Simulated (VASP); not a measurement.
# MgO in VASP: further runs, part 3 of 3

VASP 6.6.1. Earlier steps stand in the parts before.

## (4) Single point, r2SCAN (uniaxial z strain +4.4%)

File POSCAR:

```
MgO
1.0
    0.0000000000      2.1021674168      2.1940321330
    2.1021674168      0.0000000000      2.1940321330
    2.1021674168      2.1021674168      0.0000000000
Mg O
1 1
Direct
    0.0000000000      0.0000000000      0.0000000000
    0.5000000000      0.5000000000      0.5000000000
```

File INCAR.step1:

```
SYSTEM = MgO
PREC = Accurate
ENCUT = 520
ISMEAR = 0
SIGMA = 0.01
LREAL = .False.
LASPH = .True.
NELM = 60
NBANDS = 11
GGA = PE
ALGO = Normal
EDIFF = 1E-4
LWAVE = .True.
LCHARG = .False.
```

File INCAR.step2:

```
SYSTEM = MgO
PREC = Accurate
ENCUT = 520
EDIFF = 1E-6
ISMEAR = 0
SIGMA = 0.01
LREAL = .False.
LASPH = .True.
NELM = 60
ALGO = Normal
ISIF = 2
LWAVE = .False.
LCHARG = .False.
METAGGA = R2SCAN
LMIXTAU = .True.
NBANDS = 11
ISTART = 1
```

File KPOINTS:

```
regular mesh
0
Gamma
  10 10 10
  0 0 0
```

Potentials or basis: VASP PAW PBE potentials, release 64 (Mg, O).

Launch:

```
> cat potpaw_PBE.64/Mg/POTCAR potpaw_PBE.64/O/POTCAR > POTCAR
> cp INCAR.step1 INCAR
> mpirun -np 1 vasp_std > vasp.out
> cp INCAR.step2 INCAR
> mpirun -np 1 vasp_std > vasp.out
```

OUTCAR:

```text
SYSTEM = MgO
   PREC = Accurate
   ENCUT = 520
   EDIFF = 1E-6
   ISMEAR = 0
   LREAL = .False.
   LASPH = .True.
   NELM = 60
   ISIF = 2
   METAGGA = R2SCAN
   ISTART = 1

 ion  position               nearest neighbor table
   1  0.000  0.000  0.000-   2 2.10   2 2.10   2 2.10   2 2.10   2 2.19   2 2.19
   2  0.500  0.500  0.500-   1 2.10   1 2.10   1 2.10   1 2.10   1 2.19   1 2.19

  LATTYP: Found a body centered tetragonal cell.
 ALAT       =     2.9729136712
 C/A-ratio  =     1.4760146951

  Lattice vectors:

 A1 = (  -2.1021674168,   0.0000000000,   2.1940321330)
 A2 = (   2.1021674168,   0.0000000000,   2.1940321330)
 A3 = (   0.0000000000,   2.1021674168,  -2.1940321330)

Analysis of symmetry for initial positions (statically):
=====================================================================
 Subroutine PRICEL returns:
 Original cell was already a primitive cell.

 Routine SETGRP: Setting up the symmetry group for a
 body centered tetragonal supercell.

 Subroutine GETGRP returns: Found 16 space group operations
 (whereof 16 operations were pure point group operations)
 out of a pool of 16 trial point group operations.

The static configuration has the point symmetry D_4h.

Analysis of symmetry for dynamics (positions and initial velocities):
=====================================================================
 Subroutine PRICEL returns:
 Original cell was already a primitive cell.

 Routine SETGRP: Setting up the symmetry group for a
 body centered tetragonal supercell.

 Subroutine GETGRP returns: Found 16 space group operations
 (whereof 16 operations were pure point group operations)
 out of a pool of 16 trial point group operations.

The dynamic configuration has the point symmetry D_4h.

 Subroutine INISYM returns: Found 16 space group operations
 (whereof 16 operations are pure point group operations),
 and found     1 'primitive' translations

----------------------------------------------------------------------------------------

                                     Primitive cell

  volume of cell :      19.3913

  direct lattice vectors                    reciprocal lattice vectors
     0.000000000  2.102167417  2.194032133    -0.237849753  0.237849753  0.227890919
     2.102167417  0.000000000  2.194032133     0.237849753 -0.237849753  0.227890919
     2.102167417  2.102167417  0.000000000     0.237849753  0.237849753 -0.227890919

  length of vectors
     3.038566249  3.038566249  2.972913671     0.406299496  0.406299496  0.406299496

  position of ions in fractional coordinates (direct lattice)
     0.000000000  0.000000000  0.000000000
     0.500000000  0.500000000  0.500000000

  ion indices of the primitive-cell ions
   primitive index   ion index
                 1           1
                 2           2

----------------------------------------------------------------------------------------

 KPOINTS: regular mesh

Automatic generation of k-mesh.
 Grid dimensions read from file:
 generate k-points for:   10   10   10

 Generating k-lattice:

[... 22 lines left out ...]
  0.400000  0.000000  0.000000      8.000000
  0.500000  0.000000  0.000000      4.000000
[... 16 lines left out ...]
  0.300000  0.300000  0.000000      2.000000
  0.400000  0.300000  0.000000      8.000000
 [... further k-points ...]
   k-points           NKPTS =    102   k-points in BZ     NKDIM =    102   number of bands    NBANDS=     11
   number of dos      NEDOS =    301   number of ions     NIONS =      2
   total plane-waves  NPLWV =  13824
   dimension x,y,z NGX =    24 NGY =   24 NGZ =   24
   dimension x,y,z NGXF=    48 NGYF=   48 NGZF=   48
   ions per type =               1   1
   NGX,Y,Z   is equivalent  to a cutoff of  13.13, 13.13, 13.42 a.u.
   NGXF,Y,Z  is equivalent  to a cutoff of  26.26, 26.26, 26.84 a.u.
 SYSTEM =  MgO
   PREC   = accura    normal or accurate (medium, high low for compatibility)
   ISTART =      1    job   : 0-new  1-cont  2-samecut
   ICHARG =      0    charge: 1-file 2-atom 10-const
   ISPIN  =      1    spin polarized calculation?
   LNONCOLLINEAR =      F non collinear calculations
   LSORBIT =      F    spin-orbit coupling
   LASPH  =      T    aspherical Exc in radial PAW
   ENCUT  =  520.0 eV  38.22 Ry    6.18 a.u.   5.65  5.65  5.53*2*pi/ulx,y,z
   NELM   =     60;   NELMIN=  2; NELMDL=  0     # of ELM steps
   EDIFF  = 0.1E-05   stopping-criterion for ELM
   LREAL  =      F    real-space projection
   EDIFFG = 0.1E-04   stopping-criterion for IOM
   NSW    =      0    number of steps for IOM
   IBRION =     -1    ionic relax: 0-MD 1-quasi-New 2-CG
   NFREE  =      0    steps in history (QN), initial steepest desc. (CG)
   ISIF   =      2    stress and relaxation
   ISYM   =      2    0-nonsym 1-usesym 2-fastsym
   POTIM  = 0.5000    time-step for ionic-motion
   TEBEG  =    0.0;   TEEND  =   0.0 temperature during run
   PSTRESS=    0.0 pullay stress
   NELECT =       8.0000    total number of electrons
   NUPDOWN=      -1.0000    fix difference up-down
   EMIN   =  10.00;   EMAX   =-10.00  energy-range for DOS
   EFERMI =   0.00;   METHOD = LEGACY
   ISMEAR =     0;   SIGMA  =   0.01  broadening in eV -4-tet -1-fermi 0-gaus
   EFERMI_NEDOS =   21; number of points for ismear=-14 and -15
   IALGO  =     38    algorithm
   IMIX   =      4    mixing-type and parameters
     AMIX     =   0.40;   BMIX     =  1.00
     AMIX_MAG =   1.60;   BMIX_MAG =  1.00
  volume/ion in A,a.u.               =       9.70        65.43
  Fermi-wavevector in a.u.,A,eV,Ry     =   1.218715  2.303038 20.208288  1.485267
  Thomas-Fermi vector in A             =   2.353992
   LORBIT       =      0    0 simple, 1 ext, 2 COOP (PROOUT), +10 PAW based schemes
   METAGGA = R2SCAN    functional components
   LHFCALC =     F    Hartree Fock is set to
   AEXX    =    0.0000 exact exchange contribution
   IVDW    =     0    specifies the selected vdW correction
   LEPSILON=     F    determine dielectric tensor
   LRPA    =     F    only Hartree local field effects (RPA)
 non-spin polarized calculation
 Gauss-broadening in eV      SIGMA  =   0.01
  energy-cutoff  :      520.00
  volume of cell :       19.39
 maximum number of plane-waves:       548
   NGX = 11   NGY = 11   NGZ = 11

 number of electron       8.0000002 magnetization

 Free energy of the ion-electron system (eV)
  ---------------------------------------------------
  ext. energy  EPLUGINS =         0.00000000
  ---------------------------------------------------
  free energy    TOTEN  =       -16.12782079 eV

  energy without entropy =      -16.12782079  energy(sigma->0) =      -16.12782079

 E-fermi :   2.6165     XC(G=0): -11.4017

 val. band max:        2.5623141494   @ k =   0.0000   0.0000   0.0000
 cond. band min:       7.7293622756   @ k =   0.0000   0.0000   0.0000
 fundamental gap:      5.1670481262
 Fermi energy:         2.6165229996

 k-point     1 :       0.0000    0.0000    0.0000
  band No.  band energies     occupation
      1     -15.5126      2.00000
      2       2.4735      2.00000
      3       2.4735      2.00000
      4       2.5623      2.00000
      5       7.7294      0.00000
      6      18.8414      0.00000
      7      19.2899      0.00000
      8      19.2899      0.00000
      9      23.1827      0.00000
     10      24.2218      0.00000
     11      25.6003      0.00000
[... 309 lines left out ...]
 k-point    24 :       0.4000    0.3000    0.0000
  band No.  band energies     occupation
      1     -14.4506      2.00000
      2      -0.9663      2.00000
      3       1.2982      2.00000
      4       1.5344      2.00000
      5      12.7316      0.00000
      6      13.7530      0.00000
      7      16.4988      0.00000
      8      21.8082      0.00000
      9      21.9409      0.00000
     10      28.6742      0.00000
     11      29.8101      0.00000

 [... further k-points ...]

------------------------ aborting loop because EDIFF is reached ----------------------------------------

  FORCE on cell =-STRESS in cart. coord.  units (eV):
  Direction    XX          YY          ZZ          XY          YZ          ZX
  --------------------------------------------------------------------------------------
  -------------------------------------------------------------------------------------
  Total       -0.5949166     -0.5949166     -1.3860036      0.0000000      0.0000000      0.0000000
  in kB      -49.1540216    -49.1540216   -114.5163170      0.0000000      0.0000000      0.0000000
  external PRESSURE =     -70.9414534 kB  Pullay stress =       0.0000000 kB

 VOLUME and BASIS-vectors are now :
 -----------------------------------------------------------------------------
  energy-cutoff  :      520.00
  volume of cell :       19.39
      direct lattice vectors                 reciprocal lattice vectors
     0.000000000  2.102167417  2.194032133    -0.237849753  0.237849753  0.227890919
     2.102167417  0.000000000  2.194032133     0.237849753 -0.237849753  0.227890919
     2.102167417  2.102167417  0.000000000     0.237849753  0.237849753 -0.227890919

 POSITION                                       TOTAL-FORCE (eV/Angst)
 -----------------------------------------------------------------------------------
      0.00000      0.00000      0.00000         0.000000     -0.000000      0.000000
      2.10217      2.10217      2.19403         0.000000      0.000000      0.000000
 -----------------------------------------------------------------------------------
    total drift:                               -0.000000     -0.000000      0.000000

  FREE ENERGIE OF THE ION-ELECTRON SYSTEM (eV)
  ---------------------------------------------------
  free  energy   TOTEN  =       -16.1278207869 eV

  energy  without entropy=      -16.1278207869  energy(sigma->0) =      -16.12782079
```

OSZICAR.step1:

```text
N       E                     dE             d eps       ncg     rms          rms(c)
DAV:   1     0.137578177263E+02    0.13758E+02   -0.46600E+03  2620   0.648E+02
DAV:   2    -0.128525063948E+02   -0.26610E+02   -0.25871E+02  2626   0.135E+02
DAV:   3    -0.134633533733E+02   -0.61085E+00   -0.61027E+00  2663   0.174E+01
DAV:   4    -0.134649753788E+02   -0.16220E-02   -0.16220E-02  2502   0.102E+00
DAV:   5    -0.134649807179E+02   -0.53391E-05   -0.53391E-05  2546   0.572E-02    0.721E+00
DAV:   6    -0.119186282673E+02    0.15464E+01   -0.91120E+00  2337   0.164E+01    0.229E+00
DAV:   7    -0.119050406614E+02    0.13588E-01   -0.67431E-02  2508   0.219E+00    0.135E+00
DAV:   8    -0.118992541527E+02    0.57865E-02   -0.30981E-02  2343   0.196E+00    0.259E-01
DAV:   9    -0.118987891571E+02    0.46500E-03   -0.72449E-04  2580   0.187E-01    0.142E-01
DAV:  10    -0.118987637858E+02    0.25371E-04   -0.56563E-04  2358   0.175E-01
   1 F= -.11898764E+02 E0= -.11898764E+02  d E =-.104245E-15
```

Run time: 2.8 min. Hardware: 1 thread of AMD EPYC 7R13, shared host; peak memory 0.13 GiB.

Results:

| Item | Value |
| --- | --- |
| Free energy | -16.1278 eV |
| Pressure | -7.1 GPa |
| Band gap on the k mesh | 5.17 eV, direct |

Caveat: the cell differs from its parent crystal (uniaxial z strain +4.4%); the PAW data sets were made with another functional, which shifts forces and pressure a little.

## (5) Summary

| level | cell | smearing | gap on the mesh (eV) | pressure (GPa) |
| --- | --- | --- | --- | --- |
| PBE | a = 3.039, b = 3.039, c = 2.973 Å, angles 60.7, 60.7, 58.6°, 2 atoms | fermi-dirac 0.02 eV | 4.31 | -1.3 |
| PBE | a = 2.973, b = 2.973, c = 2.915 Å, angles 60.6, 60.6, 61.3°, 2 atoms | fermi-dirac 0.02 eV | 4.61 | 5.0 |
| r2SCAN | a = 3.039, b = 3.039, c = 2.973 Å, angles 60.7, 60.7, 58.6°, 2 atoms | gaussian 0.01 eV | 5.17 | -7.1 |

Alike in all rows: task single point; potentials or basis VASP PAW PBE potentials, release 64 (Mg, O); no spin polarisation; k mesh 10 × 10 × 10; cutoff (eV) 520.

Caveats: the PAW data sets were made with another functional, which shifts forces and pressure a little (some runs).

Absolute energies hang on the potentials; compare differences alone.
